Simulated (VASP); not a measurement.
# Pt (P6_3/mmc) in VASP: further runs

Runs on Pt. Level: PBEsol. Tasks: single point.

Everything below comes from runs of VASP 6.6.1. Logs are shortened: lines on timing, memory, paths and dates and some standing lists are left out, and cuts for length are marked.

**1. The cell of the first run**

The structure is hexagonal, space group P6_3/mmc (No. 194). Conventional cell: a = 2.683 Å, b = 2.683 Å, c = 4.569 Å, α = 90.00°, β = 90.00°, γ = 120.00°. Pt (site symmetry -6m2) has 12 Pt at 2.68 to 2.76 Å within 3.5 Å.

This isn't the form of Pt at room conditions, which is fcc.

**2. Single point, PBEsol**

Contents of INCAR:

```
SYSTEM = Pt
ALGO     = Normal         ! electronic algorithm
EDIFF    = 1E-7           ! SCF threshold, eV
ENCUT    = 520            ! plane-wave cutoff, eV
GGA      = PS             ! functional
ISIF     = 2              ! what is computed and relaxed
ISMEAR   = -1             ! smearing method
LASPH    = .TRUE.         ! aspherical terms in the spheres
LCHARG   = .TRUE.         ! write CHGCAR
LELF     = .TRUE.         ! ELF
LREAL    = .FALSE.        ! projectors in reciprocal space
LVHAR    = .TRUE.       
LWAVE    = .FALSE.        ! write WAVECAR
NBANDS   = 17             ! bands
NELM     = 80             ! most SCF steps
PREC     = Accurate       ! precision mode
SIGMA    = 0.05           ! smearing width, eV
```

Contents of KPOINTS:

```
k-points
0
G
  11 11 6
  0 0 0
```

Contents of POSCAR:

```
Pt
1.0
    2.6833959175      0.0000000000      0.0000000000
   -1.3416979588      2.3238890330      0.0000000000
    0.0000000000      0.0000000000      4.5686878736
Pt
2
Direct
    0.3333333333      0.6666666667      0.2500000000
    0.6666666667      0.3333333333      0.7500000000
```

Potentials or basis: VASP PAW PBE potentials, release 64 (Pt).

Launch:

```bash
cat potpaw_PBE.64/Pt/POTCAR > POTCAR
mpirun -np 1 vasp_std > vasp.out
```

OUTCAR:

```text
SYSTEM = Pt
   EDIFF = 1E-7
   ENCUT = 520
   GGA = PS
   ISIF = 2
   ISMEAR = -1
   LASPH = .TRUE.
   LREAL = .FALSE.
   NELM = 80
   PREC = Accurate

 ion  position               nearest neighbor table
   1  0.333  0.667  0.250-   2 2.76   2 2.76   2 2.76   2 2.76   2 2.76   2 2.76
   2  0.667  0.333  0.750-   1 2.76   1 2.76   1 2.76   1 2.76   1 2.76   1 2.76

  LATTYP: Found a hexagonal cell.
 ALAT       =     2.6833959175
 C/A-ratio  =     1.7025768892

  Lattice vectors:

 A1 = (   2.6833959175,   0.0000000000,   0.0000000000)
 A2 = (  -1.3416979588,   2.3238890330,   0.0000000000)
 A3 = (   0.0000000000,   0.0000000000,   4.5686878736)

Analysis of symmetry for initial positions (statically):
=====================================================================
 Subroutine PRICEL returns:
 Original cell was already a primitive cell.

 Routine SETGRP: Setting up the symmetry group for a
 hexagonal supercell.

 Subroutine GETGRP returns: Found 24 space group operations
 (whereof 12 operations were pure point group operations)
 out of a pool of 24 trial point group operations.

The static configuration has the point symmetry D_3d.
 The point group associated with its full space group is D_6h.

Analysis of symmetry for dynamics (positions and initial velocities):
=====================================================================
 Subroutine PRICEL returns:
 Original cell was already a primitive cell.

 Routine SETGRP: Setting up the symmetry group for a
 hexagonal supercell.

 Subroutine GETGRP returns: Found 24 space group operations
 (whereof 12 operations were pure point group operations)
 out of a pool of 24 trial point group operations.

The dynamic configuration has the point symmetry D_3d.
 The point group associated with its full space group is D_6h.

 Subroutine INISYM returns: Found 24 space group operations
 (whereof 12 operations are pure point group operations),
 and found     1 'primitive' translations

----------------------------------------------------------------------------------------

                                     Primitive cell

  volume of cell :      28.4899

  direct lattice vectors                    reciprocal lattice vectors
     2.683395917  0.000000000  0.000000000     0.372662116  0.215156573  0.000000000
    -1.341697959  2.323889033  0.000000000     0.000000000  0.430313146  0.000000000
     0.000000000  0.000000000  4.568687874     0.000000000  0.000000000  0.218881225

  length of vectors
     2.683395917  2.683395918  4.568687874     0.430313146  0.430313146  0.218881225

  position of ions in fractional coordinates (direct lattice)
     0.333333333  0.666666667  0.250000000
     0.666666667  0.333333333  0.750000000

  ion indices of the primitive-cell ions
   primitive index   ion index
                 1           1
                 2           2

----------------------------------------------------------------------------------------

 KPOINTS: k-points

Automatic generation of k-mesh.
 Grid dimensions read from file:
 generate k-points for:   11   11    6

 Generating k-lattice:

  Cartesian coordinates                     Fractional coordinates (reciprocal lattice)
     0.033878374  0.019559688  0.000000000     0.090909091  0.000000000  0.000000000
     0.000000000  0.039119377  0.000000000     0.000000000  0.090909091  0.000000000
     0.000000000  0.000000000  0.036480204     0.000000000  0.000000000  0.166666667

  Length of vectors
     0.039119377  0.039119377  0.036480204

  Shift w.r.t. Gamma in fractional coordinates (k-lattice)
     0.000000000  0.000000000  0.000000000

 Subroutine IBZKPT returns following result:
 ===========================================

 Found     64 irreducible k-points:

 Following reciprocal coordinates:
            Coordinates               Weight
  0.000000  0.000000  0.000000      1.000000
  0.090909  0.000000  0.000000      6.000000
  0.181818  0.000000  0.000000      6.000000
  0.272727  0.000000  0.000000      6.000000
  0.363636  0.000000  0.000000      6.000000
  0.454545 -0.000000  0.000000      6.000000
[... 16 lines left out ...]
  0.090909  0.090909  0.166667     12.000000
  0.181818  0.090909  0.166667     24.000000
 [... further k-points ...]
   k-points           NKPTS =     64   k-points in BZ     NKDIM =     64   number of bands    NBANDS=     17
   number of dos      NEDOS =    301   number of ions     NIONS =      2
   total plane-waves  NPLWV =  14400
   dimension x,y,z NGX =    20 NGY =   20 NGZ =   36
   dimension x,y,z NGXF=    40 NGYF=   40 NGZF=   72
   ions per type =               2
   NGX,Y,Z   is equivalent  to a cutoff of  12.39, 12.39, 13.10 a.u.
   NGXF,Y,Z  is equivalent  to a cutoff of  24.78, 24.78, 26.20 a.u.
 SYSTEM =  Pt
   PREC   = accura    normal or accurate (medium, high low for compatibility)
   ISTART =      0    job   : 0-new  1-cont  2-samecut
   ICHARG =      2    charge: 1-file 2-atom 10-const
   ISPIN  =      1    spin polarized calculation?
   LNONCOLLINEAR =      F non collinear calculations
   LSORBIT =      F    spin-orbit coupling
   LASPH  =      T    aspherical Exc in radial PAW
   ENCUT  =  520.0 eV  38.22 Ry    6.18 a.u.   4.99  4.99  8.49*2*pi/ulx,y,z
   NELM   =     80;   NELMIN=  2; NELMDL= -5     # of ELM steps
   EDIFF  = 0.1E-06   stopping-criterion for ELM
   LREAL  =      F    real-space projection
   EDIFFG = 0.1E-05   stopping-criterion for IOM
   NSW    =      0    number of steps for IOM
   IBRION =     -1    ionic relax: 0-MD 1-quasi-New 2-CG
   NFREE  =      0    steps in history (QN), initial steepest desc. (CG)
   ISIF   =      2    stress and relaxation
   ISYM   =      2    0-nonsym 1-usesym 2-fastsym
   POTIM  = 0.5000    time-step for ionic-motion
   TEBEG  =    0.0;   TEEND  =   0.0 temperature during run
   PSTRESS=    0.0 pullay stress
   NELECT =      20.0000    total number of electrons
   NUPDOWN=      -1.0000    fix difference up-down
   EMIN   =  10.00;   EMAX   =-10.00  energy-range for DOS
   EFERMI =   0.00;   METHOD = LEGACY
   ISMEAR =    -1;   SIGMA  =   0.05  broadening in eV -4-tet -1-fermi 0-gaus
   EFERMI_NEDOS =   21; number of points for ismear=-14 and -15
   IALGO  =     38    algorithm
   IMIX   =      4    mixing-type and parameters
     AMIX     =   0.40;   BMIX     =  1.00
[... 27 lines left out ...]

 E-fermi :  12.2086     XC(G=0): -13.9650

 val. band max:       12.1912026905   @ k =   0.4545   0.0909   0.5000
 cond. band min:      12.2114773040   @ k =   0.3636   0.0000   0.1667
 fundamental gap:      0.0202746136
 Fermi energy:        12.2086171748

 k-point     1 :       0.0000    0.0000    0.0000
  band No.  band energies     occupation
      1       1.2715      2.00000
      2       4.0990      2.00000
      3       7.6896      2.00000
      4       8.1689      2.00000
      5       8.1689      2.00000
      6       8.6455      2.00000
[... 9 lines left out ...]
     16      29.5142      0.00000
     17      34.0641      0.00000

 k-point     2 :       0.0909    0.0000    0.0000
  band No.  band energies     occupation
      1       1.5949      2.00000
      2       4.3926      2.00000
      3       7.5673      2.00000
      4       8.2326      2.00000
      5       8.4290      2.00000
      6       8.4929      2.00000
[... 9 lines left out ...]
     16      29.9901      0.00000
     17      32.4694      0.00000

 k-point     3 :       0.1818    0.0000    0.0000
  band No.  band energies     occupation
      1       2.4902      2.00000
      2       5.0852      2.00000
      3       7.2414      2.00000
      4       7.9841      2.00000
      5       8.0012      2.00000
      6       8.8330      2.00000
[... 9 lines left out ...]
     16      30.2754      0.00000
     17      30.3978      0.00000

 k-point     4 :       0.2727    0.0000    0.0000
  band No.  band energies     occupation
      1       3.6701      2.00000
      2       5.3757      2.00000
      3       6.7880      2.00000
      4       7.4202      2.00000
      5       7.8231      2.00000
      6       8.9072      2.00000
[... 9 lines left out ...]
     16      28.0058      0.00000
     17      31.1502      0.00000

 k-point     5 :       0.3636    0.0000    0.0000
  band No.  band energies     occupation
      1       4.5272      2.00000
      2       5.0736      2.00000
      3       5.9563      2.00000
      4       7.8525      2.00000
      5       8.5440      2.00000
      6       8.5459      2.00000
[... 9 lines left out ...]
     16      26.6591      0.00000
     17      27.2535      0.00000

 k-point     6 :       0.4545   -0.0000    0.0000
  band No.  band energies     occupation
      1       4.7251      2.00000
      2       4.8731      2.00000
      3       5.5309      2.00000
      4       8.3126      2.00000
      5       8.3712      2.00000
      6       8.5799      2.00000
[... 9 lines left out ...]
     16      24.4852      0.00000
     17      25.8911      0.00000

 k-point     7 :       0.0909    0.0909    0.0000
  band No.  band energies     occupation
      1       2.2095      2.00000
      2       4.9152      2.00000
      3       7.2640      2.00000
      4       8.2047      2.00000
      5       8.4229      2.00000
      6       8.4666      2.00000
[... 9 lines left out ...]
     16      29.5135      0.00000
     17      30.8505      0.00000

 k-point     8 :       0.1818    0.0909    0.0000
  band No.  band energies     occupation
      1       3.2932      2.00000
      2       5.5825      2.00000
      3       6.9600      2.00000
      4       7.2519      2.00000
      5       7.8757      2.00000
      6       8.6445      2.00000
[... 9 lines left out ...]
     16      28.9268      0.00000
     17      30.6534      0.00000
[... 203 lines left out ...]
      1       2.7302      2.00000
      2       5.1141      2.00000
      3       7.3070      2.00000
      4       7.4912      2.00000
      5       7.9008      2.00000
      6       8.7245      2.00000
[... 9 lines left out ...]
     16      29.8121      0.00000
     17      30.6115      0.00000

 k-point    20 :       0.2727    0.0000    0.1667
  band No.  band energies     occupation
      1       3.8150      2.00000
      2       5.4460      2.00000
      3       6.6456      2.00000
      4       7.3409      2.00000
      5       7.7320      2.00000
      6       8.9446      2.00000
[... 9 lines left out ...]
     16      28.4585      0.00000
     17      29.8902      0.00000

 k-point    21 :       0.3636    0.0000    0.1667
  band No.  band energies     occupation
      1       4.4534      2.00000
      2       5.1252      2.00000
      3       6.1808      2.00000
      4       7.1034      2.00000
      5       8.5554      2.00000
      6       8.7322      2.00000
[... 9 lines left out ...]
     16      26.4230      0.00000
     17      27.6795      0.00000

 k-point    22 :       0.4545   -0.0000    0.1667
  band No.  band energies     occupation
      1       4.5414      2.00000
      2       4.8283      2.00000
      3       5.9785      2.00000
      4       7.1118      2.00000
      5       8.5636      2.00000
      6       8.8641      2.00000
[... 9 lines left out ...]
     16      25.0955      0.00000
     17      26.2611      0.00000

 k-point    23 :       0.0909    0.0909    0.1667
  band No.  band energies     occupation
      1       2.4610      2.00000
      2       4.9315      2.00000
      3       7.3255      2.00000
      4       7.7171      2.00000
      5       8.0470      2.00000
      6       8.6089      2.00000
[... 9 lines left out ...]
     16      29.6630      0.00000
     17      29.8647      0.00000

 k-point    24 :       0.1818    0.0909    0.1667
  band No.  band energies     occupation
      1       3.4932      2.00000
      2       5.6536      2.00000
      3       6.8782      2.00000
      4       7.0657      2.00000
      5       7.8014      2.00000
      6       8.4441      2.00000
[... 9 lines left out ...]
     16      28.9526      0.00000
     17      30.0232      0.00000

 [... further k-points ...]

------------------------ aborting loop because EDIFF is reached ----------------------------------------

  FORCE on cell =-STRESS in cart. coord.  units (eV):
  Direction    XX          YY          ZZ          XY          YZ          ZX
  --------------------------------------------------------------------------------------
  -------------------------------------------------------------------------------------
  Total        3.5106019      3.5106019      3.4680181     -0.0000000      0.0000000      0.0000000
  in kB      197.4242703    197.4242703    195.0294996     -0.0000000      0.0000000      0.0000000
  external PRESSURE =     196.6260134 kB  Pullay stress =       0.0000000 kB

 VOLUME and BASIS-vectors are now :
 -----------------------------------------------------------------------------
  energy-cutoff  :      520.00
  volume of cell :       28.49
      direct lattice vectors                 reciprocal lattice vectors
     2.683395917  0.000000000  0.000000000     0.372662116  0.215156573  0.000000000
    -1.341697959  2.323889033  0.000000000     0.000000000  0.430313146  0.000000000
     0.000000000  0.000000000  4.568687874     0.000000000  0.000000000  0.218881225

 POSITION                                       TOTAL-FORCE (eV/Angst)
 -----------------------------------------------------------------------------------
     -0.00000      1.54926      1.14217        -0.000000      0.000000      0.000000
      1.34170      0.77463      3.42652         0.000000     -0.000000      0.000000
 -----------------------------------------------------------------------------------
    total drift:                               -0.000000      0.000000     -0.000000

  FREE ENERGIE OF THE ION-ELECTRON SYSTEM (eV)
  ---------------------------------------------------
  free  energy   TOTEN  =       -13.7031783176 eV

  energy  without entropy=      -13.6693275650  energy(sigma->0) =      -13.68625294
```

Wall time 25 s (1 thread of Intel Xeon 8259CL, shared host); peak memory 0.16 GiB.

Results:

| Quantity | Value |
| --- | --- |
| Free energy | -13.7032 eV |
| Pressure | 19.7 GPa |
| Band gap on the k mesh | zero (bands 10 and 11 overlap by 1.40 eV) |

Levels at points of the mesh, in eV from the Fermi level:
```csv
k point,band 7,band 8,band 9,band 10,band 11,band 12,band 13,band 14
"(0.00, 0.00, 0.00)",-3.56,-2.29,-2.29,-1.12,-0.28,-0.28,5.61,14.77
"(0.00, 0.00, 0.50)",-4.06,-4.06,-0.96,-0.96,-0.96,-0.96,12.94,12.94
```

Caveat: the cell stands under pressure; the PAW data sets were made with another functional, which shifts forces and pressure a little; spin-orbit coupling is left out, which moves the levels of the heavy elements.

**3. Single point, PBEsol**

This run uses another cell than the first one, of 14.65 Å³/atom.

Contents of INCAR:

```
SYSTEM = Pt
PREC     = Accurate       ! precision mode
ENCUT    = 520            ! plane-wave cutoff, eV
EDIFF    = 1E-7           ! SCF threshold, eV
ISMEAR   = -1             ! smearing method
SIGMA    = 0.05           ! smearing width, eV
LREAL    = .False.        ! projectors in reciprocal space
LASPH    = .True.         ! aspherical terms in the spheres
NELM     = 60             ! most SCF steps
ALGO     = Normal         ! electronic algorithm
ISIF     = 2              ! what is computed and relaxed
LWAVE    = .False.        ! write WAVECAR
LCHARG   = .False.        ! write CHGCAR
GGA      = PS             ! functional
NBANDS   = 17             ! bands
```

Contents of KPOINTS:

```
regular mesh
0
Gamma
  11 11 6
  0 0 0
```

Contents of POSCAR:

```
Pt
1.0
    2.7057801524      0.0000000000      0.0000000000
   -1.3528900762      2.3432743491      0.0000000000
    0.0000000000      0.0000000000      4.6210034842
Pt
2
Direct
    0.3333333333      0.6666666667      0.2500000000
    0.6666666667      0.3333333333      0.7500000000
```

Potentials or basis: VASP PAW PBE potentials, release 64 (Pt).

Launch:

```bash
cat potpaw_PBE.64/Pt/POTCAR > POTCAR
mpirun -np 1 vasp_std > vasp.out
```

Run time: 24 s. Hardware: 1 thread of Intel Xeon 8259CL, shared host; peak memory 0.16 GiB.

It converged, with:

| Quantity | Value |
| --- | --- |
| Free energy | -13.7771 eV |
| Pressure | 9.6 GPa |
| Band gap on the k mesh | zero (bands 10 and 11 overlap by 1.33 eV) |

Stress tensor (GPa, compression positive):
```
9.71 0.00 0.00
0.00 9.71 0.00
0.00 0.00 9.49
```

Levels at points of the mesh, in eV from the Fermi level:
```csv
k point,band 6,band 7,band 8,band 9,band 10,band 11,band 12,band 13,band 14,band 15
"(0.00, 0.00, 0.00)",-3.41,-3.41,-2.16,-2.16,-1.02,-0.26,-0.26,5.36,14.87,15.87
"(0.00, 0.00, 0.50)",-3.87,-3.87,-3.87,-0.92,-0.92,-0.92,-0.92,12.71,12.71,15.47
```

Caveat: the cell stands under pressure; the PAW data sets were made with another functional, which shifts forces and pressure a little; spin-orbit coupling is left out, which moves the levels of the heavy elements.

**4. Single point, PBEsol**

This run uses another cell than the first one, of 14.88 Å³/atom.

Contents of INCAR:

```
SYSTEM = Pt
PREC = Accurate
ENCUT = 520
EDIFF = 1E-6
ISMEAR = -1
SIGMA = 0.05
LREAL = .False.
LASPH = .True.
NELM = 80
ALGO = Normal
ISIF = 2
LWAVE = .False.
LCHARG = .False.
GGA = PS
NBANDS = 17
```

KPOINTS is that of step 3.

Contents of POSCAR:

```
Pt
1.0
    2.7181948891      0.0000000000      0.0000000000
   -1.3590974446      2.3540258264      0.0000000000
    0.0000000000      0.0000000000      4.6513326698
Pt
2
Direct
    0.3333333333      0.6666666667      0.2500000000
    0.6666666667      0.3333333333      0.7500000000
```

Launch:

```bash
cat potpaw_PBE.64/Pt/POTCAR > POTCAR
mpirun -np 1 vasp_std > vasp.out
```

It took 28 s on 1 thread of Intel Xeon 8259CL, shared host; peak memory 0.16 GiB.

It converged, with:

| Item | Value |
| --- | --- |
| Free energy | -13.7979 eV |
| Pressure | 4.6 GPa |
| Band gap on the k mesh | zero (bands 10 and 11 overlap by 1.30 eV) |

Stress tensor (GPa, compression positive):
```
4.71 0.00 0.00
0.00 4.71 0.00
0.00 0.00 4.48
```

Levels at points of the mesh, in eV from the Fermi level:
| k point | band 8 | band 9 | band 10 | band 11 | band 12 | band 13 |
| --- | --- | --- | --- | --- | --- | --- |
| (0.00, 0.00, 0.00) | -2.09 | -2.09 | -0.96 | -0.25 | -0.25 | 5.22 |
| (0.00, 0.00, 0.50) | -3.77 | -0.89 | -0.89 | -0.89 | -0.89 | 12.58 |

Caveat: the cell stands under pressure; the PAW data sets were made with another functional, which shifts forces and pressure a little; spin-orbit coupling is left out, which moves the levels of the heavy elements.

**5. The runs side by side**

```tsv
cell	gap on the mesh (eV)	pressure (GPa)
a = 2.683, b = 2.683, c = 4.569 Å, angles 90.0, 90.0, 120.0°, 2 atoms	none	19.7
a = 2.706, b = 2.706, c = 4.621 Å, angles 90.0, 90.0, 120.0°, 2 atoms	none	9.6
a = 2.718, b = 2.718, c = 4.651 Å, angles 90.0, 90.0, 120.0°, 2 atoms	none	4.6
```

Alike in all rows: task single point; level PBEsol; potentials or basis VASP PAW PBE potentials, release 64 (Pt); no spin polarisation; k mesh 11 × 11 × 6; cutoff (eV) 520; smearing fermi-dirac 0.05 eV.

Caveats: the cell stands under pressure; the PAW data sets were made with another functional, which shifts forces and pressure a little; spin-orbit coupling is left out, which moves the levels of the heavy elements.

Total energies depend on the potentials used, so only differences within one code and one set of settings carry meaning.
